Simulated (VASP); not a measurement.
# Sb (Fm-3m) in VASP: further runs

Sb is run at these levels: r2SCAN; tasks: single point, relaxation of cell and atoms.

All numbers are computed with VASP 6.6.1; they aren't measurements. Logs are shortened: lines on timing, memory, paths and dates and some standing lists are left out, and cuts for length are marked.

### 1 The cell of the first run

It takes space group Fm-3m (No. 225, cubic). The conventional cell has a = 4.957 Å, b = 4.957 Å, c = 4.957 Å, α = 90.00°, β = 90.00°, γ = 90.00°. Sb (site symmetry m-3m) has 12 Sb at 3.50 Å within 4.6 Å.

### 2 Single point, r2SCAN (volume scaled by 1.12)

File POSCAR:

```
Sb
1.0
    0.0000000000      2.4783363866      2.4783363866
    2.4783363866      0.0000000000      2.4783363866
    2.4783363866      2.4783363866      0.0000000000
Sb
1
Direct
    0.0000000000      0.0000000000      0.0000000000
```

File INCAR.step1:

```
SYSTEM = Sb
PREC = Accurate ; ENCUT = 520
ISMEAR = -1 ; SIGMA = 0.1
LREAL = .FALSE. ; LASPH = .TRUE.
NELM = 100 ; NBANDS = 8
GGA = PE ; ALGO = Normal
EDIFF = 1E-4 ; LWAVE = .TRUE.
LCHARG = .FALSE.
```

File INCAR.step2:

```
SYSTEM = Sb
PREC = Accurate ; ENCUT = 520
EDIFF = 1E-7 ; ISMEAR = -1
SIGMA = 0.1 ; LREAL = .FALSE.
LASPH = .TRUE. ; NELM = 100
ALGO = Normal ; ISIF = 2
LWAVE = .FALSE. ; LCHARG = .FALSE.
METAGGA = R2SCAN ; LMIXTAU = .TRUE.
NBANDS = 8 ; ISTART = 1
```

File KPOINTS:

```
Automatic mesh
0
G
  13 13 13
  0 0 0
```

Potentials or basis: VASP PAW PBE potentials, release 64 (Sb).

Launch:

```console
$ cat potpaw_PBE.64/Sb/POTCAR > POTCAR
$ cp INCAR.step1 INCAR
$ mpirun -np 1 vasp_std > vasp.out
$ cp INCAR.step2 INCAR
$ mpirun -np 1 vasp_std > vasp.out
```

OUTCAR:

```text
SYSTEM = Sb
   PREC = Accurate
   ENCUT = 520
   EDIFF = 1E-7
   ISMEAR = -1
   LREAL = .FALSE.
   LASPH = .TRUE.
   NELM = 100
   ISIF = 2
   METAGGA = R2SCAN
   ISTART = 1

 ion  position               nearest neighbor table
   1  0.000  0.000  0.000-

  LATTYP: Found a face centered cubic cell.
 ALAT       =     4.9566727732

  Lattice vectors:

 A1 = (   0.0000000000,   2.4783363866,   2.4783363866)
 A2 = (   2.4783363866,   0.0000000000,   2.4783363866)
 A3 = (   2.4783363866,   2.4783363866,   0.0000000000)

Analysis of symmetry for initial positions (statically):
=====================================================================
 Subroutine PRICEL returns:
 Original cell was already a primitive cell.

 Routine SETGRP: Setting up the symmetry group for a
 face centered cubic supercell.

 Subroutine GETGRP returns: Found 48 space group operations
 (whereof 48 operations were pure point group operations)
 out of a pool of 48 trial point group operations.

The static configuration has the point symmetry O_h .

Analysis of symmetry for dynamics (positions and initial velocities):
=====================================================================
 Subroutine PRICEL returns:
 Original cell was already a primitive cell.

 Routine SETGRP: Setting up the symmetry group for a
 face centered cubic supercell.

 Subroutine GETGRP returns: Found 48 space group operations
 (whereof 48 operations were pure point group operations)
 out of a pool of 48 trial point group operations.

The dynamic configuration has the point symmetry O_h .

 Subroutine INISYM returns: Found 48 space group operations
 (whereof 48 operations are pure point group operations),
 and found     1 'primitive' translations

----------------------------------------------------------------------------------------

                                     Primitive cell

  volume of cell :      30.4446

  direct lattice vectors                    reciprocal lattice vectors
     0.000000000  2.478336387  2.478336387    -0.201748238  0.201748238  0.201748238
     2.478336387  0.000000000  2.478336387     0.201748238 -0.201748238  0.201748238
     2.478336387  2.478336387  0.000000000     0.201748238  0.201748238 -0.201748238

  length of vectors
     3.504896930  3.504896930  3.504896930     0.349438199  0.349438199  0.349438199

  position of ions in fractional coordinates (direct lattice)
     0.000000000  0.000000000  0.000000000

  ion indices of the primitive-cell ions
   primitive index   ion index
                 1           1

----------------------------------------------------------------------------------------

 KPOINTS: Automatic mesh

Automatic generation of k-mesh.
 Grid dimensions read from file:
 generate k-points for:   13   13   13

 Generating k-lattice:

  Cartesian coordinates                     Fractional coordinates (reciprocal lattice)
    -0.015519095  0.015519095  0.015519095     0.076923077  0.000000000  0.000000000
     0.015519095 -0.015519095  0.015519095     0.000000000  0.076923077  0.000000000
     0.015519095  0.015519095 -0.015519095     0.000000000  0.000000000  0.076923077

  Length of vectors
     0.026879861  0.026879861  0.026879861

  Shift w.r.t. Gamma in fractional coordinates (k-lattice)
     0.000000000  0.000000000  0.000000000

 Subroutine IBZKPT returns following result:
 ===========================================

 Found     84 irreducible k-points:

 Following reciprocal coordinates:
            Coordinates               Weight
  0.000000  0.000000  0.000000      1.000000
  0.076923  0.000000  0.000000      8.000000
  0.153846  0.000000  0.000000      8.000000
  0.230769  0.000000  0.000000      8.000000
  0.307692  0.000000  0.000000      8.000000
  0.384615  0.000000  0.000000      8.000000
[... 16 lines left out ...]
  0.384615  0.153846  0.000000     24.000000
  0.461538  0.153846  0.000000     24.000000
 [... further k-points ...]
   k-points           NKPTS =     84   k-points in BZ     NKDIM =     84   number of bands    NBANDS=      8
   number of dos      NEDOS =    301   number of ions     NIONS =      1
   total plane-waves  NPLWV =  21952
   dimension x,y,z NGX =    28 NGY =   28 NGZ =   28
   dimension x,y,z NGXF=    56 NGYF=   56 NGZF=   56
   ions per type =               1
   NGX,Y,Z   is equivalent  to a cutoff of  13.28, 13.28, 13.28 a.u.
   NGXF,Y,Z  is equivalent  to a cutoff of  26.56, 26.56, 26.56 a.u.
 SYSTEM =  Sb
   PREC   = accura    normal or accurate (medium, high low for compatibility)
   ISTART =      1    job   : 0-new  1-cont  2-samecut
   ICHARG =      0    charge: 1-file 2-atom 10-const
   ISPIN  =      1    spin polarized calculation?
   LNONCOLLINEAR =      F non collinear calculations
   LSORBIT =      F    spin-orbit coupling
   LASPH  =      T    aspherical Exc in radial PAW
   ENCUT  =  520.0 eV  38.22 Ry    6.18 a.u.   6.52  6.52  6.52*2*pi/ulx,y,z
   NELM   =    100;   NELMIN=  2; NELMDL=  0     # of ELM steps
   EDIFF  = 0.1E-06   stopping-criterion for ELM
   LREAL  =      F    real-space projection
   EDIFFG = 0.1E-05   stopping-criterion for IOM
   NSW    =      0    number of steps for IOM
   IBRION =     -1    ionic relax: 0-MD 1-quasi-New 2-CG
   NFREE  =      0    steps in history (QN), initial steepest desc. (CG)
   ISIF   =      2    stress and relaxation
   ISYM   =      2    0-nonsym 1-usesym 2-fastsym
   POTIM  = 0.5000    time-step for ionic-motion
   TEBEG  =    0.0;   TEEND  =   0.0 temperature during run
   PSTRESS=    0.0 pullay stress
   NELECT =       5.0000    total number of electrons
   NUPDOWN=      -1.0000    fix difference up-down
   EMIN   =  10.00;   EMAX   =-10.00  energy-range for DOS
   EFERMI =   0.00;   METHOD = LEGACY
   ISMEAR =    -1;   SIGMA  =   0.10  broadening in eV -4-tet -1-fermi 0-gaus
   EFERMI_NEDOS =   21; number of points for ismear=-14 and -15
   IALGO  =     38    algorithm
   IMIX   =      4    mixing-type and parameters
     AMIX     =   0.40;   BMIX     =  1.00
     AMIX_MAG =   1.60;   BMIX_MAG =  1.00
  volume/ion in A,a.u.               =      30.44       205.45
  Fermi-wavevector in a.u.,A,eV,Ry     =   0.896523  1.694182 10.935721  0.803753
  Thomas-Fermi vector in A             =   2.018992
   LORBIT       =      0    0 simple, 1 ext, 2 COOP (PROOUT), +10 PAW based schemes
   METAGGA = R2SCAN    functional components
   LHFCALC =     F    Hartree Fock is set to
   AEXX    =    0.0000 exact exchange contribution
   IVDW    =     0    specifies the selected vdW correction
   LEPSILON=     F    determine dielectric tensor
   LRPA    =     F    only Hartree local field effects (RPA)
 non-spin polarized calculation
  energy-cutoff  :      520.00
  volume of cell :       30.44
 maximum number of plane-waves:       869
 NGX is ok and might be reduce to    28
   NGX = 13   NGY = 13   NGZ = 13

 number of electron       5.0000000 magnetization

 Free energy of the ion-electron system (eV)
  ---------------------------------------------------
  ext. energy  EPLUGINS =         0.00000000
  ---------------------------------------------------
  free energy    TOTEN  =       -25.17500906 eV

  energy without entropy =      -25.14793287  energy(sigma->0) =      -25.16147096

 E-fermi :   6.9138     XC(G=0): -10.2465

 val. band max:        6.8793250414   @ k =   0.4615   0.2308   0.0000
 cond. band min:       6.9566215933   @ k =  -0.3846   0.4615   0.0769
 fundamental gap:      0.0772965519
 Fermi energy:         6.9138062762

 k-point     1 :       0.0000    0.0000    0.0000
  band No.  band energies     occupation
      1      -5.6951      2.00000
      2      11.6585      0.00000
      3      11.6585      0.00000
      4      11.6585      0.00000
      5      16.9714      0.00000
      6      16.9714      0.00000
      7      16.9714      0.00000
      8      17.9682      0.00000

 k-point     2 :       0.0769    0.0000    0.0000
  band No.  band energies     occupation
      1      -5.5852      2.00000
      2      10.7137      0.00000
      3      11.5289      0.00000
      4      11.5289      0.00000
      5      16.3469      0.00000
      6      17.1937      0.00000
      7      17.1937      0.00000
      8      18.9010      0.00000

 k-point     3 :       0.1538    0.0000    0.0000
  band No.  band energies     occupation
      1      -5.2579      2.00000
      2       8.7539      0.00000
      3      11.2144      0.00000
      4      11.2144      0.00000
      5      15.7611      0.00000
      6      17.6292      0.00000
      7      17.6292      0.00000
      8      19.6677      0.00000

 k-point     4 :       0.2308    0.0000    0.0000
  band No.  band energies     occupation
      1      -4.7224      2.00000
      2       6.6225      1.89695
      3      10.8471      0.00000
      4      10.8471      0.00000
      5      15.3604      0.00000
      6      17.5118      0.00000
      7      17.5118      0.00000
      8      19.4143      0.00000

 k-point     5 :       0.3077    0.0000    0.0000
  band No.  band energies     occupation
      1      -4.0034      2.00000
      2       4.6160      2.00000
      3      10.5204      0.00000
      4      10.5204      0.00000
      5      15.1192      0.00000
      6      16.9548      0.00000
      7      16.9548      0.00000
      8      18.5135      0.00000
[... 177 lines left out ...]
 k-point    22 :       0.3077    0.1538    0.0000
  band No.  band energies     occupation
      1      -4.1203      2.00000
      2       6.1060      1.99938
      3       9.2941      0.00000
      4       9.3761      0.00000
      5      14.3310      0.00000
      6      15.9723      0.00000
      7      19.0272      0.00000
      8      19.3120      0.00000

 k-point    23 :       0.3846    0.1538    0.0000
  band No.  band energies     occupation
      1      -3.3626      2.00000
      2       4.2832      2.00000
      3       8.7627      0.00000
      4       9.1275      0.00000
      5      14.0462      0.00000
      6      16.9092      0.00000
      7      18.6421      0.00000
      8      19.0488      0.00000

 k-point    24 :       0.4615    0.1538    0.0000
  band No.  band energies     occupation
      1      -2.5547      2.00000
      2       2.7822      2.00000
      3       8.2030      0.00001
      4       9.1532      0.00000
      5      13.9406      0.00000
      6      17.3858      0.00000
      7      18.0414      0.00000
      8      19.9176      0.00000

 [... further k-points ...]

------------------------ aborting loop because EDIFF is reached ----------------------------------------

  FORCE on cell =-STRESS in cart. coord.  units (eV):
  Direction    XX          YY          ZZ          XY          YZ          ZX
  --------------------------------------------------------------------------------------
  -------------------------------------------------------------------------------------
  Total       -1.0227476     -1.0227476     -1.0227476     -0.0000000      0.0000000     -0.0000000
  in kB      -53.8230493    -53.8230493    -53.8230493     -0.0000000      0.0000000     -0.0000000
  external PRESSURE =     -53.8230493 kB  Pullay stress =       0.0000000 kB

 VOLUME and BASIS-vectors are now :
 -----------------------------------------------------------------------------
  energy-cutoff  :      520.00
  volume of cell :       30.44
      direct lattice vectors                 reciprocal lattice vectors
     0.000000000  2.478336387  2.478336387    -0.201748238  0.201748238  0.201748238
     2.478336387  0.000000000  2.478336387     0.201748238 -0.201748238  0.201748238
     2.478336387  2.478336387  0.000000000     0.201748238  0.201748238 -0.201748238

 POSITION                                       TOTAL-FORCE (eV/Angst)
 -----------------------------------------------------------------------------------
      0.00000      0.00000      0.00000        -0.000000     -0.000000     -0.000000
 -----------------------------------------------------------------------------------
    total drift:                                0.000000      0.000000      0.000000

  FREE ENERGIE OF THE ION-ELECTRON SYSTEM (eV)
  ---------------------------------------------------
  free  energy   TOTEN  =       -25.1750090608 eV

  energy  without entropy=      -25.1479328679  energy(sigma->0) =      -25.16147096
```

It took 57 s on 1 thread of Intel Xeon 6975P-C, shared host; peak memory 0.17 GiB.

Results:

| Property | Result |
| --- | --- |
| Free energy | -25.1750 eV |
| Pressure | -5.4 GPa |

Levels at points of the mesh, in eV from the Fermi level:
| k point | band 1 | band 2 | band 3 | band 4 | band 5 |
| --- | --- | --- | --- | --- | --- |
| (0.00, 0.00, 0.00) | -12.61 | 4.74 | 4.74 | 4.74 | 10.06 |

Caveat: the cell differs from its parent crystal (volume scaled by 1.12); the PAW data sets were made with another functional, which shifts forces and pressure a little; spin-orbit coupling is left out, which moves the levels of the heavy elements.

### 3 Single point, r2SCAN

This run uses another cell than the first one, of 27.18 Å³/atom, 0.893 times its volume.

File POSCAR:

```
Sb
1.0
    0.0000000000      2.3864604735      2.3864604735
    2.3864604735      0.0000000000      2.3864604735
    2.3864604735      2.3864604735      0.0000000000
Sb
1
Direct
    0.0000000000      0.0000000000      0.0000000000
```

File INCAR.step1:

```
SYSTEM = Sb
PREC = Accurate
ENCUT = 520
ISMEAR = -1
SIGMA = 0.1
LREAL = .False.
LASPH = .True.
NELM = 60
NBANDS = 8
GGA = PE
ALGO = Normal
EDIFF = 1E-4
LWAVE = .True.
LCHARG = .False.
```

File INCAR.step2:

```
SYSTEM = Sb
PREC = Accurate
ENCUT = 520
EDIFF = 1E-6
ISMEAR = -1
SIGMA = 0.1
LREAL = .False.
LASPH = .True.
NELM = 60
ALGO = Normal
ISIF = 2
LWAVE = .False.
LCHARG = .True.
METAGGA = R2SCAN
LMIXTAU = .True.
LELF = .True.
LVHAR = .True.
NBANDS = 8
ISTART = 1
```

File KPOINTS:

```
Automatic mesh
0
Gamma
  19 19 19
  0 0 0
```

Potentials or basis: VASP PAW PBE potentials, release 64 (Sb).

Launch:

```console
$ cat potpaw_PBE.64/Sb/POTCAR > POTCAR
$ cp INCAR.step1 INCAR
$ mpirun -np 1 vasp_std > vasp.out
$ cp INCAR.step2 INCAR
$ mpirun -np 1 vasp_std > vasp.out
```

OUTCAR:

```text
SYSTEM = Sb
   PREC = Accurate
   ENCUT = 520
   EDIFF = 1E-6
   ISMEAR = -1
   LREAL = .False.
   LASPH = .True.
   NELM = 60
   ISIF = 2
   METAGGA = R2SCAN
   ISTART = 1

 ion  position               nearest neighbor table
   1  0.000  0.000  0.000-

  LATTYP: Found a face centered cubic cell.
 ALAT       =     4.7729209470

  Lattice vectors:

 A1 = (   0.0000000000,   2.3864604735,   2.3864604735)
[... 442 lines left out ...]
      6      18.6804      0.00000
      7      18.7505      0.00000
      8      21.1941      0.00000

 [... further k-points ...]

------------------------ aborting loop because EDIFF is reached ----------------------------------------

  FORCE on cell =-STRESS in cart. coord.  units (eV):
  Direction    XX          YY          ZZ          XY          YZ          ZX
  --------------------------------------------------------------------------------------
  -------------------------------------------------------------------------------------
  Total       -0.0203090     -0.0203090     -0.0203090     -0.0000000      0.0000000     -0.0000000
  in kB       -1.1970315     -1.1970315     -1.1970315     -0.0000000      0.0000000     -0.0000000
  external PRESSURE =      -1.1970315 kB  Pullay stress =       0.0000000 kB

 VOLUME and BASIS-vectors are now :
 -----------------------------------------------------------------------------
  energy-cutoff  :      520.00
  volume of cell :       27.18
      direct lattice vectors                 reciprocal lattice vectors
     0.000000000  2.386460474  2.386460474    -0.209515308  0.209515308  0.209515308
     2.386460474  0.000000000  2.386460474     0.209515308 -0.209515308  0.209515308
     2.386460474  2.386460474  0.000000000     0.209515308  0.209515308 -0.209515308

 POSITION                                       TOTAL-FORCE (eV/Angst)
 -----------------------------------------------------------------------------------
      0.00000      0.00000      0.00000         0.000000      0.000000     -0.000000
 -----------------------------------------------------------------------------------
    total drift:                                0.000000      0.000000      0.000000

  FREE ENERGIE OF THE ION-ELECTRON SYSTEM (eV)
  ---------------------------------------------------
  free  energy   TOTEN  =       -25.2405009765 eV

  energy  without entropy=      -25.2170379994  energy(sigma->0) =      -25.22876949
```

OUTCAR.step1:

```text
SYSTEM = Sb
   PREC = Accurate
   ENCUT = 520
   ISMEAR = -1
   LREAL = .False.
   LASPH = .True.
[... 481 lines left out ...]
 -----------------------------------------------------------------------------------
      0.00000      0.00000      0.00000         0.000000      0.000000     -0.000000
 -----------------------------------------------------------------------------------
    total drift:                                0.000000      0.000000      0.000000

  FREE ENERGIE OF THE ION-ELECTRON SYSTEM (eV)
  ---------------------------------------------------
  free  energy   TOTEN  =        -3.8326422835 eV

  energy  without entropy=       -3.8083769983  energy(sigma->0) =       -3.82050964
```

Run time: 2.3 min. Hardware: 1 thread of Intel Xeon 6975P-C, shared host; peak memory 0.2 GiB.

What came out:

| Item | Value |
| --- | --- |
| Free energy | -25.2405 eV |
| Pressure | -0.1 GPa |

Levels at points of the mesh, in eV from the Fermi level:
```tsv
k point	band 1	band 2	band 3	band 4	band 5
(0.00, 0.00, 0.00)	-13.53	5.54	5.54	5.54	10.37
```

Caveat: the PAW data sets were made with another functional, which shifts forces and pressure a little; spin-orbit coupling is left out, which moves the levels of the heavy elements.

### 4 Relaxation of cell and atoms, r2SCAN

This run uses another cell than the first one, of 27.18 Å³/atom, 0.893 times its volume.

POSCAR is that of step 3.

File INCAR.step1:

```
SYSTEM = Sb
PREC = Accurate
ENCUT = 600
ISMEAR = -1
SIGMA = 0.1
LREAL = .False.
LASPH = .True.
NELM = 100
GGA = PE
ALGO = Normal
EDIFF = 1E-4
LWAVE = .True.
LCHARG = .False.
```

File INCAR.step2:

```
SYSTEM = Sb
PREC = Accurate
ENCUT = 600
EDIFF = 1E-6
ISMEAR = -1
SIGMA = 0.1
LREAL = .False.
LASPH = .True.
NELM = 100
ALGO = Normal
ISIF = 3
LWAVE = .False.
LCHARG = .False.
METAGGA = R2SCAN
LMIXTAU = .True.
IBRION = 2
NSW = 80
EDIFFG = -0.01
ISTART = 1
```

File KPOINTS:

```
Automatic mesh
0
Gamma
  11 11 11
  0 0 0
```

Launch:

```console
$ cat potpaw_PBE.64/Sb/POTCAR > POTCAR
$ cp INCAR.step1 INCAR
$ mpirun -np 1 vasp_std > vasp.out
$ cp INCAR.step2 INCAR
$ mpirun -np 1 vasp_std > vasp.out
```

Run time: 76 s. Hardware: 1 thread of Intel Xeon 6975P-C, shared host; peak memory 0.17 GiB.

Results (log left out):

* Free energy: -25.2409 eV
* Relaxed volume: 27.12 Å³/atom
* Relaxed cell: a = 3.372 Å, b = 3.372 Å, c = 3.372 Å, α = 60.00°, β = 60.00°, γ = 60.00°
* Space group after relaxing (to 0.05 Å): Fm-3m (No. 225)
* Energy gained by relaxing: 0.0 meV/atom
* Ionic steps: 3
* Pressure after relaxing: 0.0 GPa

Final structure:
```yaml
crystal:
  lattice:
    - [0.00000, 2.38456, 2.38456]
    - [2.38456, 0.00000, 2.38456]
    - [2.38456, 2.38456, 0.00000]
  atoms:
    - { symbol: Sb, position: [0.00000, 0.00000, 0.00000] }
```

Levels at points of the mesh, in eV from the Fermi level:
| k point | band 1 | band 2 | band 3 | band 4 | band 5 | band 6 |
| --- | --- | --- | --- | --- | --- | --- |
| (0.00, 0.00, 0.00) | -13.50 | 5.60 | 5.60 | 5.60 | 10.42 | 10.42 |

Caveat: the PAW data sets were made with another functional, which shifts forces and pressure a little; spin-orbit coupling is left out, which moves the levels of the heavy elements.

### 5 Overview

```tsv
task	cell	k mesh	cutoff (eV)	gap on the mesh (eV)	pressure (GPa)
single point	a = 3.505 Å, angles 60.0°, 1 atom	13 × 13 × 13	520	none	-5.4
single point	a = 3.375 Å, angles 60.0°, 1 atom	19 × 19 × 19	520	none	-0.1
relaxation of cell and atoms	relaxed from a = 3.375 Å, angles 60.0°, 1 atom	11 × 11 × 11	600	none	0.0
```

Alike in all rows: level r2SCAN; potentials or basis VASP PAW PBE potentials, release 64 (Sb); no spin polarisation; smearing fermi-dirac 0.1 eV.

Caveats: the PAW data sets were made with another functional, which shifts forces and pressure a little; spin-orbit coupling is left out, which moves the levels of the heavy elements.

Absolute energies hang on the potentials; compare differences alone.
